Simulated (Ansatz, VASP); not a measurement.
## One calculation of YGeF5, two programs

File INCAR:

```
PREC = Accurate
ENCUT = 520
EDIFF = 1E-6
ISMEAR = 0
SIGMA = 0.1
LREAL = False
LASPH = True
NELM = 60
ALGO = Normal
ISIF = 2
LWAVE = False
LCHARG = False
GGA = PE
NBANDS = 39
```

File KPOINTS:

```
regular mesh
0
Gamma
  4 4 4
```

The input POSCAR:

```
YGeF5
1.0
    0.0000000000      3.6500689100      3.6500689100
    3.6500689100      0.0000000000      3.6500689100
    3.6500689100      3.6500689100      0.0000000000
Y Ge F
1 1 5
Direct
    0.7500000000      0.7500000000      0.7500000000
    0.5000000000      0.5000000000      0.5000000000
    0.0000000000      0.0000000000      0.0000000000
    0.3562297300      0.3562297300      0.3562297300
    0.3562297300      0.3562297300      0.9313108100
    0.3562297300      0.9313108100      0.3562297300
    0.9313108100      0.3562297300      0.3562297300
```

Input for Ansatz:

```yaml
crystal:
  lattice:
    - [0.0, 3.65006891, 3.65006891]
    - [3.65006891, 0.0, 3.65006891]
    - [3.65006891, 3.65006891, 0.0]
  atoms:
    - { symbol: "Y", position: [0.75, 0.75, 0.75] }
    - { symbol: Ge, position: [0.5, 0.5, 0.5] }
    - { symbol: F, position: [0.0, 0.0, 0.0] }
    - { symbol: F, position: [0.35622973, 0.35622973, 0.35622973] }
    - { symbol: F, position: [0.35622973, 0.35622973, 0.93131081] }
    - { symbol: F, position: [0.35622973, 0.93131081, 0.35622973] }
    - { symbol: F, position: [0.93131081, 0.35622973, 0.35622973] }
basis:
  ecutwfc: 420
kpoints:
  mp_grid: { grid: [4, 4, 4] }
hamiltonian:
  xc: pbe
scf:
  occupations: { method: gaussian, width: 0.1 }
  lower_state_search: "off"
output:
  forces: true
  stress: true
  eigenvalues: true
```

Alike in both runs: task single point; functional PBE; k mesh 4 × 4 × 4; occupations gaussian, width 0.1 eV; no spin polarisation.

|  | VASP | Ansatz |
| --- | --- | --- |
| version | VASP 6.6.1 | Ansatz 0.2.0 |
| potentials or method | VASP PAW PBE potentials, release 64 (Y_sv, Ge_d, F), cutoff 520 eV | scalar-relativistic, plane waves, PAW |
| valence electrons in the cell | 60 | 60 |

VASP gave:

| Quantity | Value |
| --- | --- |
| gap on the k mesh at the Fermi level (eV) | 0.58 |
| least direct gap on the mesh (eV) | 0.73 |
| pressure (GPa) | 9.0 |
| rms of the force components (eV/Å) | 0.639 |

**Question.** Which values does Ansatz return?

**Answer.** gap on the k mesh at the Fermi level (eV): 0.58; least direct gap on the mesh (eV): 0.73; pressure (GPa): 8.9; rms of the force components (eV/Å): 0.684.

Atom by atom the forces differ by 0.046 eV/Å (rms over components).
